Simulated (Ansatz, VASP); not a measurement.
**Two plane-wave programs on CaO**

File POSCAR:

```
CaO
1.0
    0.0000000000      2.3855623759      2.3855623759
    2.3855623759      0.0000000000      2.3855623759
    2.3855623759      2.3855623759      0.0000000000
Ca O
1 1
Direct
    0.0000000000      0.0000000000      0.0000000000
    0.5000000000      0.5000000000      0.5000000000
```

Contents of INCAR.step1:

```
SYSTEM = CaO
PREC = Accurate
ENCUT = 910
ISMEAR = 0
SIGMA = 0.01
LREAL = .False.
LASPH = .True.
NELM = 120
NBANDS = 15
GGA = PE
ALGO = Normal
EDIFF = 1E-5
LWAVE = .True.
LCHARG = .False.
GGA_COMPAT = .False.
```

Contents of INCAR.step2:

```
SYSTEM = CaO
PREC = Accurate
ENCUT = 910
EDIFF = 1E-6
ISMEAR = 0
SIGMA = 0.01
LREAL = .False.
LASPH = .True.
NELM = 120
ALGO = Normal
ISIF = 2
LWAVE = .False.
LCHARG = .False.
METAGGA = R2SCAN
LMIXTAU = .True.
NBANDS = 15
ISTART = 1
GGA_COMPAT = .False.
```

KPOINTS

```
Automatic mesh
0
Gamma
  10 10 10
  0 0 0
```

Input for Ansatz:

```yaml
crystal:
  lattice:
    - [0.0, 2.3855623759, 2.3855623759]
    - [2.3855623759, 0.0, 2.3855623759]
    - [2.3855623759, 2.3855623759, 0.0]
  atoms:
    - { symbol: Ca, position: [0.0, 0.0, 0.0] }
    - { symbol: O, position: [0.5, 0.5, 0.5] }
kpoints:
  mp_grid: { grid: [10, 10, 10] }
  band_path:
    path:
      - [0.0, 0.0, 0.0]
      - [0.5, 0.0, 0.5]
      - [0.625, 0.25, 0.625]
      - [0.375, 0.375, 0.75]
      - [0.5, 0.5, 0.5]
      - [0.5, 0.25, 0.75]
    npoints: 1
hamiltonian:
  xc: r2scan
scf:
  occupations: { method: fixed }
  n_extra_bands: 4
output:
  forces: true
  stress: true
  eigenvalues: true
```

Change from the starting cell: hydrostatic strain -0.5%.

Alike in both runs: task single point; functional r2SCAN; k mesh 10 × 10 × 10; no spin polarisation.

|  | VASP | Ansatz |
| --- | --- | --- |
| version | VASP 6.6.1 | Ansatz 0.2.0 |
| potentials or method | VASP PAW PBE potentials, release 64 (Ca_sv, O_h) | plane waves, PAW |
| plane-wave cutoff (eV) | 910 | 500 |
| occupations | gaussian, width 0.01 eV | fixed |
| valence electrons in the cell | 16 | 16 |

|  | VASP | Ansatz | Ansatz less VASP |
| --- | --- | --- | --- |
| gap on the k mesh at the Fermi level (eV) | 4.19 | 4.19 | +0.009 |

VASP's potentials were made for PBE, not for r2SCAN.

Noted on VASP's run: the cutoff is short for stress, so the pressure is rough.
